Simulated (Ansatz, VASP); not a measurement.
# Two plane-wave programs on Pt

INCAR

```
PREC = Accurate
ENCUT = 600
EDIFF = 1E-6
ISMEAR = -1
SIGMA = 0.1
LREAL = F
LASPH = T
NELM = 80
ALGO = Normal
ISIF = 3
LWAVE = F
LCHARG = F
GGA = PE
IBRION = 2
NSW = 80
EDIFFG = -0.01
```

Contents of KPOINTS:

```
regular mesh
0
Gamma
  13 13 4
```

POSCAR

```
Pt
1.0
    2.7740467412      0.0000000000      0.0000000000
   -1.3870233706      2.4023949491      0.0000000000
    0.0000000000      0.0000000000      9.0600366567
Pt
4
Direct
    0.0000000000      0.0000000000      0.0000000000
    0.0000000000      0.0000000000      0.5000000000
    0.3333333333      0.6666666667      0.2500000000
    0.6666666667      0.3333333333      0.7500000000
```

Input for Ansatz:

```yaml
crystal:
  lattice:
    - [2.7740467412, 0.0, 0.0]
    - [-1.3870233706, 2.4023949491, 0.0]
    - [0.0, 0.0, 9.0600366567]
  atoms:
    - { symbol: Pt, position: [0.0, 0.0, 0.0] }
    - { symbol: Pt, position: [0.0, 0.0, 0.5] }
    - { symbol: Pt, position: [0.3333333333, 0.6666666667, 0.25] }
    - { symbol: Pt, position: [0.6666666667, 0.3333333333, 0.75] }
hamiltonian:
  xc: pbe
  pseudopotentials:
    kind: paw
    azcp:
      Pt: "pseudopotentials/Pt.paw.azcp"
basis:
  ecutwfc: 420
  fft_grid_basis: typed
kpoints:
  mp_grid: { grid: [13, 13, 4], shift: [0, 0, 0] }
magnetization:
  spin_polarized: false
scf:
  occupations: { method: fermi_dirac, width: 0.1 }
relax:
  max_steps: 60
  f_tol: 0.01
  cell: {}
output:
  write_density: true
  write_potential: true
  elf: true
  volumetric_format: npy
```

Alike in both runs: task relaxation of cell and atoms; functional PBE; k mesh 13 × 13 × 4; occupations fermi-dirac, width 0.1 eV; no spin polarisation.

```csv
,VASP,Ansatz
version,VASP 6.6.1,Ansatz 0.2.0
potentials or method,"VASP PAW PBE potentials, release 64 (Pt), cutoff 600 eV","plane waves (420 eV) with PAW, scalar-relativistic"
valence electrons in the cell,40,72
```

Ansatz gave:

```
relaxed volume (Å³/atom)                                     : 15.71
relaxed cell length with the largest relative difference (Å) : 9.318
```

Q: Estimate VASP's values.

A: Relaxed volume (Å³/atom): 15.69; relaxed cell length with the largest relative difference (Å): 9.309.

VASP's potentials hold 40 valence electrons a cell and Ansatz's 72, so a difference there can come from the potentials and not from the codes.

Spin-orbit coupling is off throughout. Noted on VASP's run: too few bands were computed for a metal, which touches its energy and stress.
